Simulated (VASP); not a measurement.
# InPd (Fm-3m) in VASP: a series of runs

Runs on InPd. Level: PBE. Tasks: single point.

Everything below comes from runs of VASP 6.6.1. Logs are shortened: lines on timing, memory, paths and dates and some standing lists are left out, and cuts for length are marked.

## Step 1: The cell of the first run

It takes space group Fm-3m (No. 225, cubic). The conventional cell has a = 5.380 Å, b = 5.380 Å, c = 5.380 Å, α = 90.00°, β = 90.00°, γ = 90.00°. In (site symmetry m-3m) has 6 Pd at 2.69 Å within 3.5 Å. Within 3.5 Å of Pd (site symmetry m-3m) lie 6 In at 2.69 Å.

## Step 2: Single point, PBE

The input, INCAR:

```
  PREC = Accurate
  ENCUT = 520
  EDIFF = 1E-6
  ISMEAR = -1
  SIGMA = 0.05
  LREAL = F
  LASPH = T
  NELM = 80
  ALGO = Fast
  ISIF = 2
  LWAVE = F
  LCHARG = T
  GGA = PE
  LELF = T
  LVHAR = T
  NBANDS = 18
```

The input, KPOINTS:

```
Automatic mesh
0
Gamma
  8 8 8
```

The input, POSCAR:

```
InPd
1.0
    0.0000000000      2.6900120256      2.6900120256
    2.6900120256      0.0000000000      2.6900120256
    2.6900120256      2.6900120256      0.0000000000
In Pd
1 1
Direct
    0.0000000000      0.0000000000      0.0000000000
    0.5000000000      0.5000000000      0.5000000000
```

Potentials or basis: VASP PAW PBE potentials, release 64 (In_d, Pd).

On the command line:

```sh
$ cat potpaw_PBE.64/In_d/POTCAR potpaw_PBE.64/Pd/POTCAR > POTCAR
$ mpirun -np 1 vasp_std > vasp.out
```

OUTCAR:

```text
PREC = Accurate
   ENCUT = 520
   EDIFF = 1E-6
   ISMEAR = -1
   LREAL = F
   LASPH = T
   NELM = 80
   ISIF = 2
   GGA = PE

 ion  position               nearest neighbor table
   1  0.000  0.000  0.000-   2 2.69   2 2.69   2 2.69   2 2.69   2 2.69   2 2.69
   2  0.500  0.500  0.500-   1 2.69   1 2.69   1 2.69   1 2.69   1 2.69   1 2.69

  LATTYP: Found a face centered cubic cell.
 ALAT       =     5.3800240512

  Lattice vectors:

 A1 = (   0.0000000000,   2.6900120256,   2.6900120256)
 A2 = (   2.6900120256,   0.0000000000,   2.6900120256)
 A3 = (   2.6900120256,   2.6900120256,   0.0000000000)

Analysis of symmetry for initial positions (statically):
=====================================================================
 Subroutine PRICEL returns:
 Original cell was already a primitive cell.

 Routine SETGRP: Setting up the symmetry group for a
 face centered cubic supercell.

 Subroutine GETGRP returns: Found 48 space group operations
 (whereof 48 operations were pure point group operations)
 out of a pool of 48 trial point group operations.

The static configuration has the point symmetry O_h .

Analysis of symmetry for dynamics (positions and initial velocities):
=====================================================================
 Subroutine PRICEL returns:
 Original cell was already a primitive cell.

 Routine SETGRP: Setting up the symmetry group for a
 face centered cubic supercell.

 Subroutine GETGRP returns: Found 48 space group operations
 (whereof 48 operations were pure point group operations)
 out of a pool of 48 trial point group operations.

The dynamic configuration has the point symmetry O_h .

 Subroutine INISYM returns: Found 48 space group operations
 (whereof 48 operations are pure point group operations),
 and found     1 'primitive' translations

----------------------------------------------------------------------------------------

                                     Primitive cell

  volume of cell :      38.9307

  direct lattice vectors                    reciprocal lattice vectors
     0.000000000  2.690012026  2.690012026    -0.185872775  0.185872775  0.185872775
     2.690012026  0.000000000  2.690012026     0.185872775 -0.185872775  0.185872775
     2.690012026  2.690012026  0.000000000     0.185872775  0.185872775 -0.185872775

  length of vectors
     3.804251490  3.804251490  3.804251490     0.321941090  0.321941090  0.321941090

  position of ions in fractional coordinates (direct lattice)
     0.000000000  0.000000000  0.000000000
     0.500000000  0.500000000  0.500000000

  ion indices of the primitive-cell ions
   primitive index   ion index
                 1           1
                 2           2

----------------------------------------------------------------------------------------

 KPOINTS: Automatic mesh

Automatic generation of k-mesh.
 Grid dimensions read from file:
 generate k-points for:    8    8    8

 Generating k-lattice:

  Cartesian coordinates                     Fractional coordinates (reciprocal lattice)
    -0.023234097  0.023234097  0.023234097     0.125000000  0.000000000  0.000000000
     0.023234097 -0.023234097  0.023234097     0.000000000  0.125000000  0.000000000
     0.023234097  0.023234097 -0.023234097     0.000000000  0.000000000  0.125000000

  Length of vectors
     0.040242636  0.040242636  0.040242636

  Shift w.r.t. Gamma in fractional coordinates (k-lattice)
     0.000000000  0.000000000  0.000000000

 Subroutine IBZKPT returns following result:
 ===========================================

 Found     29 irreducible k-points:

 Following reciprocal coordinates:
            Coordinates               Weight
  0.000000  0.000000  0.000000      1.000000
  0.125000  0.000000  0.000000      8.000000
  0.250000  0.000000  0.000000      8.000000
  0.375000  0.000000  0.000000      8.000000
  0.500000  0.000000  0.000000      4.000000
  0.125000  0.125000  0.000000      6.000000
[... 16 lines left out ...]
  0.500000  0.250000  0.125000     48.000000
 -0.375000  0.250000  0.125000     24.000000
 [... further k-points ...]
   k-points           NKPTS =     29   k-points in BZ     NKDIM =     29   number of bands    NBANDS=     18
   number of dos      NEDOS =    301   number of ions     NIONS =      2
   total plane-waves  NPLWV =  21952
   dimension x,y,z NGX =    28 NGY =   28 NGZ =   28
   dimension x,y,z NGXF=    56 NGYF=   56 NGZF=   56
   ions per type =               1   1
   NGX,Y,Z   is equivalent  to a cutoff of  12.24, 12.24, 12.24 a.u.
   NGXF,Y,Z  is equivalent  to a cutoff of  24.47, 24.47, 24.47 a.u.
 SYSTEM =  unknown system
   PREC   = accura    normal or accurate (medium, high low for compatibility)
   ISTART =      0    job   : 0-new  1-cont  2-samecut
   ICHARG =      2    charge: 1-file 2-atom 10-const
   ISPIN  =      1    spin polarized calculation?
   LNONCOLLINEAR =      F non collinear calculations
   LSORBIT =      F    spin-orbit coupling
   LASPH  =      T    aspherical Exc in radial PAW
   ENCUT  =  520.0 eV  38.22 Ry    6.18 a.u.   7.07  7.07  7.07*2*pi/ulx,y,z
   NELM   =     80;   NELMIN=  2; NELMDL= -5     # of ELM steps
   EDIFF  = 0.1E-05   stopping-criterion for ELM
   LREAL  =      F    real-space projection
   EDIFFG = 0.1E-04   stopping-criterion for IOM
   NSW    =      0    number of steps for IOM
   IBRION =     -1    ionic relax: 0-MD 1-quasi-New 2-CG
   NFREE  =      0    steps in history (QN), initial steepest desc. (CG)
   ISIF   =      2    stress and relaxation
   ISYM   =      2    0-nonsym 1-usesym 2-fastsym
   POTIM  = 0.5000    time-step for ionic-motion
   TEBEG  =    0.0;   TEEND  =   0.0 temperature during run
   PSTRESS=    0.0 pullay stress
   NELECT =      23.0000    total number of electrons
   NUPDOWN=      -1.0000    fix difference up-down
   EMIN   =  10.00;   EMAX   =-10.00  energy-range for DOS
   EFERMI =   0.00;   METHOD = LEGACY
   ISMEAR =    -1;   SIGMA  =   0.05  broadening in eV -4-tet -1-fermi 0-gaus
   EFERMI_NEDOS =   21; number of points for ismear=-14 and -15
   IALGO  =     68    algorithm
   IMIX   =      4    mixing-type and parameters
     AMIX     =   0.40;   BMIX     =  1.00
     AMIX_MAG =   1.60;   BMIX_MAG =  1.00
  volume/ion in A,a.u.               =      19.47       131.36
  Fermi-wavevector in a.u.,A,eV,Ry     =   1.373683  2.595885 25.674265  1.887005
  Thomas-Fermi vector in A             =   2.499178
   LORBIT       =      0    0 simple, 1 ext, 2 COOP (PROOUT), +10 PAW based schemes
   GGA     = PE    functional components
   LHFCALC =     F    Hartree Fock is set to
   AEXX    =    0.0000 exact exchange contribution
   IVDW    =     0    specifies the selected vdW correction
   LEPSILON=     F    determine dielectric tensor
   LRPA    =     F    only Hartree local field effects (RPA)
 non-spin polarized calculation
 RMM-DIIS sequential band-by-band and
  energy-cutoff  :      520.00
  volume of cell :       38.93
 maximum number of plane-waves:      1067
   NGX = 15   NGY = 15   NGZ = 15

 number of electron      23.0000010 magnetization

 Free energy of the ion-electron system (eV)
  ---------------------------------------------------
  ext. energy  EPLUGINS =         0.00000000
  ---------------------------------------------------
  free energy    TOTEN  =        -8.24427461 eV

  energy without entropy =       -8.23541000  energy(sigma->0) =       -8.23984231

 E-fermi :   9.0650     XC(G=0): -11.5382

 val. band max:        8.9410050276   @ k =   0.5000   0.2500   0.1250
 cond. band min:       9.0655379970   @ k =   0.5000   0.5000   0.0000
 fundamental gap:      0.1245329694
 Fermi energy:         9.0650213520

 k-point     1 :       0.0000    0.0000    0.0000
  band No.  band energies     occupation
      1      -5.7103      2.00000
      2      -5.7103      2.00000
      3      -5.5928      2.00000
      4      -5.5928      2.00000
      5      -5.5928      2.00000
      6      -0.2246      2.00000
[... 10 lines left out ...]
     17      21.4113      0.00000
     18      21.4940      0.00000

 k-point     2 :       0.1250    0.0000    0.0000
  band No.  band energies     occupation
      1      -5.6951      2.00000
      2      -5.6951      2.00000
      3      -5.5885      2.00000
      4      -5.5771      2.00000
      5      -5.5771      2.00000
      6       0.0468      2.00000
[... 10 lines left out ...]
     17      20.6334      0.00000
     18      20.6342      0.00000

 k-point     3 :       0.2500    0.0000    0.0000
  band No.  band energies     occupation
      1      -5.6624      2.00000
      2      -5.6624      2.00000
      3      -5.5787      2.00000
      4      -5.5342      2.00000
      5      -5.5342      2.00000
      6       0.8484      2.00000
[... 10 lines left out ...]
     17      19.2110      0.00000
     18      19.8877      0.00000

 k-point     4 :       0.3750    0.0000    0.0000
  band No.  band energies     occupation
      1      -5.6345      2.00000
      2      -5.6345      2.00000
      3      -5.5696      2.00000
      4      -5.4850      2.00000
      5      -5.4850      2.00000
      6       2.1205      2.00000
[... 10 lines left out ...]
     17      17.8968      0.00000
     18      19.8578      0.00000

 k-point     5 :       0.5000    0.0000    0.0000
  band No.  band energies     occupation
      1      -5.6240      2.00000
      2      -5.6240      2.00000
      3      -5.5659      2.00000
      4      -5.4631      2.00000
      5      -5.4631      2.00000
      6       3.5730      2.00000
[... 10 lines left out ...]
     17      17.0193      0.00000
     18      19.8742      0.00000

 k-point     6 :       0.1250    0.1250    0.0000
  band No.  band energies     occupation
      1      -5.6995      2.00000
      2      -5.6846      2.00000
      3      -5.6052      2.00000
      4      -5.5640      2.00000
      5      -5.5640      2.00000
      6       0.1354      2.00000
[... 307 lines left out ...]
 k-point    21 :       0.5000    0.5000    0.0000
  band No.  band energies     occupation
      1      -5.7347      2.00000
      2      -5.6788      2.00000
      3      -5.6364      2.00000
      4      -5.4182      2.00000
      5      -5.4182      2.00000
      6       2.5891      2.00000
[... 10 lines left out ...]
     17      24.4049      0.00000
     18      25.9760      0.00000

 k-point    22 :       0.3750    0.2500    0.1250
  band No.  band energies     occupation
      1      -5.6715      2.00000
      2      -5.6374      2.00000
      3      -5.6040      2.00000
      4      -5.5023      2.00000
      5      -5.4963      2.00000
      6       1.4883      2.00000
[... 10 lines left out ...]
     17      19.7163      0.00000
     18      22.5519      0.00000

 k-point    23 :       0.5000    0.2500    0.1250
  band No.  band energies     occupation
      1      -5.6672      2.00000
      2      -5.6162      2.00000
      3      -5.5742      2.00000
      4      -5.4930      2.00000
      5      -5.4673      2.00000
      6       2.5501      2.00000
[... 10 lines left out ...]
     17      20.0221      0.00000
     18      22.5999      0.00000

 k-point    24 :      -0.3750    0.2500    0.1250
  band No.  band energies     occupation
      1      -5.6652      2.00000
      2      -5.6093      2.00000
      3      -5.5459      2.00000
      4      -5.5059      2.00000
      5      -5.4522      2.00000
      6       3.2790      2.00000
[... 10 lines left out ...]
     17      21.9334      0.00000
     18      22.7720      0.00000

 [... further k-points ...]
[... 5 lines left out ...]
  --------------------------------------------------------------------------------------
  -------------------------------------------------------------------------------------
  Total        1.6157791      1.6157791      1.6157791     -0.0000000      0.0000000     -0.0000000
  in kB       66.4966722     66.4966722     66.4966722     -0.0000000      0.0000000     -0.0000000
  external PRESSURE =      66.4966722 kB  Pullay stress =       0.0000000 kB

 VOLUME and BASIS-vectors are now :
 -----------------------------------------------------------------------------
  energy-cutoff  :      520.00
  volume of cell :       38.93
      direct lattice vectors                 reciprocal lattice vectors
     0.000000000  2.690012026  2.690012026    -0.185872775  0.185872775  0.185872775
     2.690012026  0.000000000  2.690012026     0.185872775 -0.185872775  0.185872775
     2.690012026  2.690012026  0.000000000     0.185872775  0.185872775 -0.185872775

 POSITION                                       TOTAL-FORCE (eV/Angst)
 -----------------------------------------------------------------------------------
      0.00000      0.00000      0.00000         0.000000     -0.000000      0.000000
      2.69001      2.69001      2.69001        -0.000000      0.000000     -0.000000
 -----------------------------------------------------------------------------------
    total drift:                                0.000000      0.000000      0.000000

  FREE ENERGIE OF THE ION-ELECTRON SYSTEM (eV)
  ---------------------------------------------------
  free  energy   TOTEN  =        -8.2442746107 eV

  energy  without entropy=       -8.2354100017  energy(sigma->0) =       -8.23984231
```

Wall time 12 s (1 thread of Intel Xeon 6975P-C (Granite Rapids), shared host); peak memory 0.15 GiB.

Results:

| Property | Result |
| --- | --- |
| Free energy | -8.2443 eV |
| Pressure | 6.6 GPa |

Caveat: spin-orbit coupling is left out, which moves the levels of the heavy elements.

## Step 3: Single point, PBE

This run uses another cell than the first one, of 19.88 Å³/atom, 1.021 times its volume.

The input, INCAR:

```
ALGO     = Normal         # electronic algorithm
EDIFF    = 1E-7           # SCF threshold, eV
ENCUT    = 520            # plane-wave cutoff, eV
GGA      = PE             # functional
ISIF     = 2              # what is computed and relaxed
ISMEAR   = -1             # smearing method
LASPH    = True           # aspherical terms in the spheres
LCHARG   = False          # write CHGCAR
LREAL    = False          # projectors in reciprocal space
LWAVE    = False          # write WAVECAR
NBANDS   = 18             # bands
NELM     = 100            # most SCF steps
PREC     = Accurate       # precision mode
SIGMA    = 0.05           # smearing width, eV
```

The input, KPOINTS:

```
k-points
0
Gamma
  8 8 8
```

The input, POSCAR:

```
InPd
1.0
    0.0000000000      2.7089563964      2.7089563964
    2.7089563964      0.0000000000      2.7089563964
    2.7089563964      2.7089563964      0.0000000000
In Pd
1 1
Direct
    0.0000000000      0.0000000000      0.0000000000
    0.5000000000      0.5000000000      0.5000000000
```

Potentials or basis: VASP PAW PBE potentials, release 64 (In_d, Pd).

On the command line:

```sh
$ cat potpaw_PBE.64/In_d/POTCAR potpaw_PBE.64/Pd/POTCAR > POTCAR
$ mpirun -np 1 vasp_std > vasp.out
```

OUTCAR:

```text
EDIFF = 1E-7
   ENCUT = 520
   GGA = PE
   ISIF = 2
   ISMEAR = -1
   LASPH = True
   LREAL = False
   NELM = 100
   PREC = Accurate

 ion  position               nearest neighbor table
   1  0.000  0.000  0.000-   2 2.71   2 2.71   2 2.71   2 2.71   2 2.71   2 2.71
   2  0.500  0.500  0.500-   1 2.71   1 2.71   1 2.71   1 2.71   1 2.71   1 2.71

  LATTYP: Found a face centered cubic cell.
 ALAT       =     5.4179127928

  Lattice vectors:

 A1 = (   0.0000000000,   2.7089563964,   2.7089563964)
 A2 = (   2.7089563964,   0.0000000000,   2.7089563964)
[... 189 lines left out ...]
      6      -0.3631      2.00000
[... 481 lines left out ...]
      5      -5.7163      2.00000
      6       3.0739      2.00000
[... 10 lines left out ...]
     17      21.4636      0.00000
     18      22.3053      0.00000

 [... further k-points ...]
[... 5 lines left out ...]
  --------------------------------------------------------------------------------------
  -------------------------------------------------------------------------------------
  Total        1.0234194      1.0234194      1.0234194     -0.0000000     -0.0000000      0.0000000
  in kB       41.2409038     41.2409038     41.2409038     -0.0000000     -0.0000000      0.0000000
  external PRESSURE =      41.2409038 kB  Pullay stress =       0.0000000 kB

 VOLUME and BASIS-vectors are now :
 -----------------------------------------------------------------------------
  energy-cutoff  :      520.00
  volume of cell :       39.76
      direct lattice vectors                 reciprocal lattice vectors
     0.000000000  2.708956396  2.708956396    -0.184572923  0.184572923  0.184572923
     2.708956396  0.000000000  2.708956396     0.184572923 -0.184572923  0.184572923
     2.708956396  2.708956396  0.000000000     0.184572923  0.184572923 -0.184572923

 POSITION                                       TOTAL-FORCE (eV/Angst)
 -----------------------------------------------------------------------------------
      0.00000      0.00000      0.00000         0.000000      0.000000      0.000000
      2.70896      2.70896      2.70896         0.000000      0.000000      0.000000
 -----------------------------------------------------------------------------------
    total drift:                                0.000000      0.000000      0.000000

  FREE ENERGIE OF THE ION-ELECTRON SYSTEM (eV)
  ---------------------------------------------------
  free  energy   TOTEN  =        -8.2719785447 eV

  energy  without entropy=       -8.2628939736  energy(sigma->0) =       -8.26743626
```

OSZICAR:

```text
N       E                     dE             d eps       ncg     rms          rms(c)
DAV:   1     0.167103275726E+03    0.16710E+03   -0.11192E+04  1070   0.157E+03
DAV:   2     0.968383146016E+00   -0.16613E+03   -0.15940E+03  1058   0.360E+02
DAV:   3    -0.819097811679E+01   -0.91594E+01   -0.90984E+01  1236   0.890E+01
DAV:   4    -0.840782546487E+01   -0.21685E+00   -0.21669E+00  1262   0.123E+01
DAV:   5    -0.841621672989E+01   -0.83913E-02   -0.83908E-02  1418   0.230E+00    0.518E+00
DAV:   6    -0.830008073039E+01    0.11614E+00   -0.23763E-01  1354   0.670E+00    0.242E+00
DAV:   7    -0.827743104691E+01    0.22650E-01   -0.44901E-02  1372   0.342E+00    0.113E+00
DAV:   8    -0.827249866720E+01    0.49324E-02   -0.13389E-02  1182   0.105E+00    0.335E-01
DAV:   9    -0.827197011530E+01    0.52855E-03   -0.11816E-03  1374   0.526E-01    0.684E-02
DAV:  10    -0.827197737122E+01   -0.72559E-05   -0.36518E-05  1398   0.807E-02    0.287E-02
DAV:  11    -0.827197835781E+01   -0.98659E-06   -0.29120E-06  1190   0.156E-02    0.314E-03
DAV:  12    -0.827197867497E+01   -0.31716E-06   -0.21268E-07  1252   0.400E-03    0.151E-03
DAV:  13    -0.827197857244E+01    0.10253E-06   -0.12430E-08   620   0.123E-03    0.158E-04
DAV:  14    -0.827197854465E+01    0.27790E-07   -0.17734E-09   586   0.444E-04
   1 F= -.82719785E+01 E0= -.82674363E+01  d E =-.908457E-02
```

stdout:

```text
POSCAR found type information on POSCAR InPd
 POSCAR found :  2 types and       2 ions
 scaLAPACK will be used
 LDA part: xc-table for (Slater+PW92), standard interpolation
 POSCAR, INCAR and KPOINTS ok, starting setup
 FFT: planning ... GRIDC
 FFT: planning ... GRID_SOFT
 FFT: planning ... GRID
 WAVECAR not read
 entering main loop
```

Wall time 10 s (1 thread of Intel Xeon 6975P-C (Granite Rapids), shared host); peak memory 0.16 GiB.

What came out:

| Property | Result |
| --- | --- |
| Free energy | -8.2720 eV |
| Pressure | 4.1 GPa |

Caveat: spin-orbit coupling is left out, which moves the levels of the heavy elements.
